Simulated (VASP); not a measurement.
# K in VASP: relaxation of the atoms with PBE

Aim: the relaxation of the atoms of K with PBE.

Program: VASP 6.6.1. These are calculated values, not measurements. Logs are shortened: lines on timing, memory, paths and dates and some standing lists are left out, and cuts for length are marked.

## Step 1: The cell of the first run

The cell holds a slab with vacuum, 5 atoms: a = 4.719 Å, b = 4.719 Å, c = 30.309 Å, α = 90.00°, β = 90.00°, γ = 120.00°.

## Step 2: Relaxation of the atoms, PBE

Contents of INCAR:

```
PREC = Accurate ; ENCUT = 450
EDIFF = 1E-7 ; ISMEAR = 0
SIGMA = 0.1 ; LREAL = False
LASPH = True ; NELM = 120
ALGO = Normal ; ISIF = 2
LWAVE = False ; LCHARG = False
LDIPOL = True ; IDIPOL = 3
DIPOL = 0.5 0.5 0.500 ; GGA = PE
IBRION = 2 ; NSW = 80
EDIFFG = -0.02 ; GGA_COMPAT = False
NELMIN = 4 ; NELMDL = -8
```

Contents of KPOINTS:

```
Automatic mesh
0
Gamma
  9 9 1
```

Contents of POSCAR:

```
K
1.0
    4.7194416916      0.0000000000      0.0000000000
   -2.3597208458      4.0871563966      0.0000000000
    0.0000000000      0.0000000000     30.3087030363
K
5
Direct
    0.0000000000      0.0000000000      0.2474536766
    0.6666666667      0.3333333333      0.3737368046
    0.3333333333      0.6666666667      0.5000199326
    0.6666666667      0.3333333333      0.6262631954
    0.3333333333      0.6666666667      0.7525463234
```

Potentials or basis: VASP PAW PBE potentials, release 64 (K_sv).

Run with:

```sh
$ cat potpaw_PBE.64/K_sv/POTCAR > POTCAR
$ mpirun -np 1 vasp_std > vasp.out
```

OUTCAR:

```text
PREC = Accurate
   ENCUT = 450
   EDIFF = 1E-7
   ISMEAR = 0
   LREAL = False
   LASPH = True
   NELM = 120
   ISIF = 2
   GGA = PE
   IBRION = 2
   NSW = 80
   EDIFFG = -0.02
   NELMIN = 4
   NELMDL = -8

 ion  position               nearest neighbor table
   1  0.000  0.000  0.247-
   2  0.667  0.333  0.374-
   3  0.333  0.667  0.500-
   4  0.667  0.333  0.626-
   5  0.333  0.667  0.753-

  LATTYP: Found a hexagonal cell.
 ALAT       =     4.7194416916
 C/A-ratio  =     6.4220950309

  Lattice vectors:

 A1 = (   4.7194416916,   0.0000000000,   0.0000000000)
 A2 = (  -2.3597208458,   4.0871563966,   0.0000000000)
 A3 = (   0.0000000000,   0.0000000000,  30.3087030363)

Analysis of symmetry for initial positions (statically):
=====================================================================
 Subroutine PRICEL returns:
 Original cell was already a primitive cell.

 Routine SETGRP: Setting up the symmetry group for a
 hexagonal supercell.

 Subroutine GETGRP returns: Found  6 space group operations
 (whereof  6 operations were pure point group operations)
 out of a pool of 24 trial point group operations.

The static configuration has the point symmetry C_3v.

Analysis of symmetry for dynamics (positions and initial velocities):
=====================================================================
 Subroutine PRICEL returns:
 Original cell was already a primitive cell.

 Routine SETGRP: Setting up the symmetry group for a
 hexagonal supercell.

 Subroutine GETGRP returns: Found  6 space group operations
 (whereof  6 operations were pure point group operations)
 out of a pool of 24 trial point group operations.

The dynamic configuration has the point symmetry C_3v.

 Subroutine INISYM returns: Found  6 space group operations
 (whereof  6 operations are pure point group operations),
 and found     1 'primitive' translations

----------------------------------------------------------------------------------------

                                     Primitive cell

  volume of cell :     584.6275

  direct lattice vectors                    reciprocal lattice vectors
     4.719441692  0.000000000  0.000000000     0.211889470  0.122334443  0.000000000
    -2.359720846  4.087156397  0.000000000     0.000000000  0.244668885  0.000000000
     0.000000000  0.000000000 30.308703036     0.000000000  0.000000000  0.032993824

  length of vectors
     4.719441692  4.719441692 30.308703036     0.244668885  0.244668885  0.032993824

  position of ions in fractional coordinates (direct lattice)
     0.000000000  0.000000000  0.247453677
     0.666666667  0.333333333  0.373736805
     0.333333333  0.666666667  0.500019933
     0.666666667  0.333333333  0.626263195
     0.333333333  0.666666667  0.752546323

  ion indices of the primitive-cell ions
   primitive index   ion index
                 1           1
                 2           2
                 3           3
                 4           4
                 5           5

----------------------------------------------------------------------------------------

 KPOINTS: Automatic mesh

Automatic generation of k-mesh.
 Grid dimensions read from file:
 generate k-points for:    9    9    1

 Generating k-lattice:

  Cartesian coordinates                     Fractional coordinates (reciprocal lattice)
     0.023543274  0.013592716  0.000000000     0.111111111  0.000000000  0.000000000
     0.000000000  0.027185432  0.000000000     0.000000000  0.111111111  0.000000000
     0.000000000  0.000000000  0.032993824     0.000000000  0.000000000  1.000000000

  Length of vectors
     0.027185432  0.027185432  0.032993824

  Shift w.r.t. Gamma in fractional coordinates (k-lattice)
     0.000000000  0.000000000  0.000000000

 Subroutine IBZKPT returns following result:
 ===========================================

 Found     12 irreducible k-points:

 Following reciprocal coordinates:
            Coordinates               Weight
  0.000000  0.000000  0.000000      1.000000
  0.111111  0.000000  0.000000      6.000000
  0.222222  0.000000  0.000000      6.000000
  0.333333  0.000000  0.000000      6.000000
  0.444444  0.000000  0.000000      6.000000
  0.111111  0.111111  0.000000      6.000000
  0.222222  0.111111  0.000000     12.000000
  0.333333  0.111111  0.000000     12.000000
  0.444444  0.111111  0.000000      6.000000
  0.222222  0.222222  0.000000      6.000000
  0.333333  0.222222  0.000000     12.000000
  0.333333  0.333333  0.000000      2.000000
   k-points           NKPTS =     12   k-points in BZ     NKDIM =     12   number of bands    NBANDS=     27
   number of dos      NEDOS =    301   number of ions     NIONS =      5
   total plane-waves  NPLWV = 272160
   dimension x,y,z NGX =    36 NGY =   36 NGZ =  210
   dimension x,y,z NGXF=    72 NGYF=   72 NGZF=  420
   ions per type =               5
   NGX,Y,Z   is equivalent  to a cutoff of  12.68, 12.68, 11.52 a.u.
   NGXF,Y,Z  is equivalent  to a cutoff of  25.36, 25.36, 23.04 a.u.
 SYSTEM =  unknown system
   PREC   = accura    normal or accurate (medium, high low for compatibility)
   ISTART =      0    job   : 0-new  1-cont  2-samecut
   ICHARG =      2    charge: 1-file 2-atom 10-const
   ISPIN  =      1    spin polarized calculation?
   LNONCOLLINEAR =      F non collinear calculations
   LSORBIT =      F    spin-orbit coupling
   LASPH  =      T    aspherical Exc in radial PAW
   ENCUT  =  450.0 eV  33.07 Ry    5.75 a.u.   8.16  8.16 52.42*2*pi/ulx,y,z
   NELM   =    120;   NELMIN=  4; NELMDL= -8     # of ELM steps
   EDIFF  = 0.1E-06   stopping-criterion for ELM
   LREAL  =      F    real-space projection
   EDIFFG = -.2E-01   stopping-criterion for IOM
   NSW    =     80    number of steps for IOM
   IBRION =      2    ionic relax: 0-MD 1-quasi-New 2-CG
   NFREE  =      1    steps in history (QN), initial steepest desc. (CG)
   ISIF   =      2    stress and relaxation
   ISYM   =      2    0-nonsym 1-usesym 2-fastsym
   POTIM  = 0.5000    time-step for ionic-motion
   TEBEG  =    0.0;   TEEND  =   0.0 temperature during run
   PSTRESS=    0.0 pullay stress
   NELECT =      45.0000    total number of electrons
   NUPDOWN=      -1.0000    fix difference up-down
   EMIN   =  10.00;   EMAX   =-10.00  energy-range for DOS
   EFERMI =   0.00;   METHOD = LEGACY
   ISMEAR =     0;   SIGMA  =   0.10  broadening in eV -4-tet -1-fermi 0-gaus
   EFERMI_NEDOS =   21; number of points for ismear=-14 and -15
   IALGO  =     38    algorithm
   IMIX   =      4    mixing-type and parameters
     AMIX     =   0.40;   BMIX     =  1.00
     AMIX_MAG =   1.60;   BMIX_MAG =  1.00
  volume/ion in A,a.u.               =     116.93       789.05
  Fermi-wavevector in a.u.,A,eV,Ry     =   0.696390  1.315986  6.598270  0.484959
  Thomas-Fermi vector in A             =   1.779427
   LORBIT       =      0    0 simple, 1 ext, 2 COOP (PROOUT), +10 PAW based schemes
   GGA     = PE    functional components
   LHFCALC =     F    Hartree Fock is set to
   AEXX    =    0.0000 exact exchange contribution
   IVDW    =     0    specifies the selected vdW correction
   LEPSILON=     F    determine dielectric tensor
   LRPA    =     F    only Hartree local field effects (RPA)
 conjugate gradient relaxation of ions
 non-spin polarized calculation
 Gauss-broadening in eV      SIGMA  =   0.10
  energy-cutoff  :      450.00
  volume of cell :      584.63
 maximum number of plane-waves:     12704
 NGX is ok and might be reduce to    36
   NGX = 17   NGY = 17   NGZ =105

 dipolmoment           0.000000      0.000000     -0.000011 electrons x Angstroem

 number of electron      45.0000004 magnetization

 dipolmoment           0.000000      0.000000      0.000001 electrons x Angstroem

 Free energy of the ion-electron system (eV)
  ---------------------------------------------------
  ext. energy  EPLUGINS =         0.00000000
  ---------------------------------------------------
  free energy    TOTEN  =        -4.99320071 eV

  energy without entropy =       -4.96803500  energy(sigma->0) =       -4.98061785

 E-fermi :  -0.8980     XC(G=0):  -3.9940

 val. band max:       -0.9085093977   @ k =   0.4444   0.0000   0.0000
 cond. band min:      -0.8576365580   @ k =   0.3333   0.1111   0.0000
 fundamental gap:      0.0508728397
 Fermi energy:        -0.8979928262

 k-point     1 :       0.0000    0.0000    0.0000
  band No.  band energies     occupation
      1     -33.2111      2.00000
      2     -33.2107      2.00000
      3     -33.0749      2.00000
      4     -33.0510      2.00000
      5     -33.0502      2.00000
      6     -16.7102      2.00000
[... 19 lines left out ...]
     26      -0.3291      0.00000
     27       0.1832      0.00000

 k-point     2 :       0.1111    0.0000    0.0000
  band No.  band energies     occupation
      1     -33.2109      2.00000
      2     -33.2104      2.00000
      3     -33.0746      2.00000
      4     -33.0507      2.00000
      5     -33.0499      2.00000
      6     -16.7094      2.00000
[... 19 lines left out ...]
     26      -0.2541      0.00000
     27       0.2828      0.00000

 k-point     3 :       0.2222    0.0000    0.0000
  band No.  band energies     occupation
      1     -33.2102      2.00000
      2     -33.2097      2.00000
      3     -33.0739      2.00000
      4     -33.0500      2.00000
      5     -33.0493      2.00000
      6     -16.7072      2.00000
[... 19 lines left out ...]
     26      -0.0308      0.00000
     27       0.5655      0.00000

 k-point     4 :       0.3333    0.0000    0.0000
  band No.  band energies     occupation
      1     -33.2094      2.00000
      2     -33.2089      2.00000
      3     -33.0731      2.00000
      4     -33.0492      2.00000
      5     -33.0485      2.00000
      6     -16.7048      2.00000
[... 19 lines left out ...]
     26       0.3287      0.00000
     27       0.7054      0.00000

 k-point     5 :       0.4444    0.0000    0.0000
  band No.  band energies     occupation
      1     -33.2089      2.00000
      2     -33.2084      2.00000
      3     -33.0725      2.00000
      4     -33.0487      2.00000
      5     -33.0480      2.00000
      6     -16.7052      2.00000
[... 19 lines left out ...]
     26       0.0152      0.00000
     27       0.2910      0.00000

 k-point     6 :       0.1111    0.1111    0.0000
  band No.  band energies     occupation
      1     -33.2104      2.00000
      2     -33.2099      2.00000
      3     -33.0741      2.00000
      4     -33.0502      2.00000
      5     -33.0495      2.00000
      6     -16.7079      2.00000
[... 19 lines left out ...]
     26      -0.1047      0.00000
     27       0.4750      0.00000

 k-point     7 :       0.2222    0.1111    0.0000
  band No.  band energies     occupation
      1     -33.2097      2.00000
      2     -33.2092      2.00000
      3     -33.0733      2.00000
      4     -33.0495      2.00000
      5     -33.0487      2.00000
      6     -16.7056      2.00000
[... 19 lines left out ...]
     26       0.1903      0.00000
     27       0.7983      0.00000

 k-point     8 :       0.3333    0.1111    0.0000
  band No.  band energies     occupation
      1     -33.2090      2.00000
      2     -33.2085      2.00000
      3     -33.0726      2.00000
      4     -33.0489      2.00000
      5     -33.0481      2.00000
      6     -16.7036      2.00000
[... 19 lines left out ...]
     26       0.3217      0.00000
     27       0.4799      0.00000

 k-point     9 :       0.4444    0.1111    0.0000
  band No.  band energies     occupation
      1     -33.2088      2.00000
      2     -33.2083      2.00000
      3     -33.0724      2.00000
      4     -33.0486      2.00000
      5     -33.0478      2.00000
      6     -16.7048      2.00000
[... 19 lines left out ...]
     26       0.0087      0.00000
     27       0.3086      0.00000

 k-point    10 :       0.2222    0.2222    0.0000
  band No.  band energies     occupation
      1     -33.2091      2.00000
      2     -33.2086      2.00000
      3     -33.0727      2.00000
      4     -33.0489      2.00000
      5     -33.0481      2.00000
      6     -16.7037      2.00000
[... 19 lines left out ...]
     26       0.5488      0.00000
     27       0.8353      0.00000

 k-point    11 :       0.3333    0.2222    0.0000
  band No.  band energies     occupation
      1     -33.2087      2.00000
      2     -33.2082      2.00000
      3     -33.0723      2.00000
      4     -33.0485      2.00000
      5     -33.0478      2.00000
      6     -16.7025      2.00000
[... 19 lines left out ...]
     26       0.2505      0.00000
     27       0.5072      0.00000

 k-point    12 :       0.3333    0.3333    0.0000
  band No.  band energies     occupation
      1     -33.2085      2.00000
      2     -33.2080      2.00000
      3     -33.0721      2.00000
      4     -33.0484      2.00000
      5     -33.0476      2.00000
      6     -16.7020      2.00000
[... 19 lines left out ...]
     26       0.1926      0.00000
     27       0.4219      0.00000

------------------------ aborting loop because EDIFF is reached ----------------------------------------

 vacuum level on the upper side and lower side of the slab       (xc-potential included)        -0.327        -0.326

  FORCE on cell =-STRESS in cart. coord.  units (eV):
  Direction    XX          YY          ZZ          XY          YZ          ZX
  --------------------------------------------------------------------------------------
  -------------------------------------------------------------------------------------
  Total       -0.2074840     -0.2074840      0.0992064      0.0000000      0.0000000      0.0000000
  in kB       -0.5686118     -0.5686118      0.2718761      0.0000000      0.0000000      0.0000000
  external PRESSURE =      -0.2884492 kB  Pullay stress =       0.0000000 kB

 VOLUME and BASIS-vectors are now :
 -----------------------------------------------------------------------------
  energy-cutoff  :      450.00
  volume of cell :      584.63
      direct lattice vectors                 reciprocal lattice vectors
     4.719441692  0.000000000  0.000000000     0.211889470  0.122334443  0.000000000
    -2.359720846  4.087156397  0.000000000     0.000000000  0.244668885  0.000000000
     0.000000000  0.000000000 30.308703036     0.000000000  0.000000000  0.032993824

 POSITION                                       TOTAL-FORCE (eV/Angst)
 -----------------------------------------------------------------------------------
      0.00000      0.00000      7.50000        -0.000000      0.000000     -0.001647
      2.35972      1.36239     11.32748        -0.000000      0.000000     -0.012398
     -0.00000      2.72477     15.15496         0.000000     -0.000000     -0.000206
      2.35972      1.36239     18.98123        -0.000000      0.000000      0.012684
     -0.00000      2.72477     22.80870        -0.000000      0.000000      0.001567
 -----------------------------------------------------------------------------------
    total drift:                                0.000000     -0.000000      0.000027

  FREE ENERGIE OF THE ION-ELECTRON SYSTEM (eV)
  ---------------------------------------------------
  free  energy   TOTEN  =        -4.9932007111 eV

  energy  without entropy=       -4.9680349986  energy(sigma->0) =       -4.98061785

 reached required accuracy - stopping structural energy minimisation

 vacuum level on the upper side and lower side of the slab         1.187         1.189
```

Run time: 4.7 min. Hardware: 1 thread of Oxide Virtual Turin-like, shared host; peak memory 0.59 GiB.

What came out:

| Property | Result |
| --- | --- |
| Free energy | -4.9932 eV |
| Largest force after relaxing | 0.013 eV/Å |
| Band gap on the k mesh | zero (an odd number of electrons rules out a gap without spin polarisation) |

Forces in eV/Å, atoms in the order of the input:
```
K    0.000  0.000 -0.002
K    0.000  0.000 -0.012
K    0.000  0.000  0.000
K    0.000  0.000  0.013
K    0.000  0.000  0.002
```

Final structure:
```cif
data_structure
_symmetry_space_group_name_H-M 'P 1'
_symmetry_Int_Tables_number 1
_cell_length_a 4.7194
_cell_length_b 4.7194
_cell_length_c 30.3087
_cell_angle_alpha 90.000
_cell_angle_beta 90.000
_cell_angle_gamma 120.000
_cell_volume 584.63
loop_
_atom_site_label
_atom_site_type_symbol
_atom_site_fract_x
_atom_site_fract_y
_atom_site_fract_z
_atom_site_occupancy
K1 K 0.00000 0.00000 0.24745 1
K2 K 0.66667 0.33333 0.37374 1
K3 K 0.33333 0.66667 0.50002 1
K4 K 0.66667 0.33333 0.62626 1
K5 K 0.33333 0.66667 0.75255 1
```

Caveat: the relaxation stopped at its first step, so nothing moved.

The gap in the log of VASP goes by the Fermi energy; the results here count the filled bands.